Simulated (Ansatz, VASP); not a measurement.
**NaCl in VASP and in Ansatz**

File POSCAR:

```
NaCl
1.0
    3.4595457890      0.0631367106      0.0000000000
    0.0631367106      3.4595457890      0.0000000000
    0.0000000000      0.0000000000      3.4595457890
Na Cl
1 1
Direct
    0.0000000000      0.0000000000      0.0000000000
    0.5000000000      0.5000000000      0.5000000000
```

File INCAR.step1:

```
SYSTEM = NaCl
PREC = Accurate
ENCUT = 520
ISMEAR = 0
SIGMA = 0.01
LREAL = .False.
LASPH = .True.
NELM = 100
NBANDS = 14
GGA = PE
ALGO = Normal
EDIFF = 1E-4
LWAVE = .True.
LCHARG = .False.
```

File INCAR.step2:

```
SYSTEM = NaCl
PREC = Accurate
ENCUT = 520
EDIFF = 1E-7
ISMEAR = 0
SIGMA = 0.01
LREAL = .False.
LASPH = .True.
NELM = 100
ALGO = Normal
ISIF = 2
LWAVE = .False.
LCHARG = .True.
METAGGA = R2SCAN
LMIXTAU = .True.
LELF = .True.
LVHAR = .True.
NBANDS = 14
ISTART = 1
```

File KPOINTS:

```
Automatic mesh
0
Gamma
  8 8 8
  0 0 0
```

Input for Ansatz:

```yaml
crystal:
  lattice:
    - [3.459545789, 0.0631367106, 0.0]
    - [0.0631367106, 3.459545789, 0.0]
    - [0.0, 0.0, 3.459545789]
  atoms:
    - { symbol: Na, position: [0.0, 0.0, 0.0] }
    - { symbol: Cl, position: [0.5, 0.5, 0.5] }
kpoints:
  mp_grid: { grid: [8, 8, 8] }
  band_path:
    path: [[0.0, 0.0, 0.0], [0.0, 0.5, 0.0], [0.5, 0.5, 0.0], [0.5, 0.5, 0.5]]
    npoints: 1
hamiltonian:
  xc: r2scan
scf:
  occupations: { method: fixed }
  n_extra_bands: 4
output:
  forces: true
  stress: true
  eigenvalues: true
  write_density: true
  write_potential: true
  elf: true
  volumetric_format: npy
```

Change from the starting cell: shear_xy strain +3.6%.

Alike in both runs: task single point; functional r2SCAN; k mesh 8 × 8 × 8; no spin polarisation.

|  | VASP | Ansatz |
| --- | --- | --- |
| version | VASP 6.6.1 | Ansatz 0.2.0 |
| potentials or method | VASP PAW PBE potentials, release 64 (Na_pv, Cl) | plane waves, PAW |
| plane-wave cutoff (eV) | 520 | 500 |
| occupations | gaussian, width 0.01 eV | fixed |
| valence electrons in the cell | 14 | 16 |

|  | VASP | Ansatz | Ansatz less VASP |
| --- | --- | --- | --- |
| gap on the k mesh at the Fermi level (eV) | 4.96 | 4.92 | -0.034 |
| pressure (GPa) | -0.2 | 0.1 | +0.26 |
| traceless stress, the component that is largest in VASP (GPa) | 0.06 | 0.06 | 0.000 |

VASP's potentials were made for PBE, not for r2SCAN. VASP's potentials hold 14 valence electrons a cell and Ansatz's 16, so a difference there can come from the potentials and not from the codes.
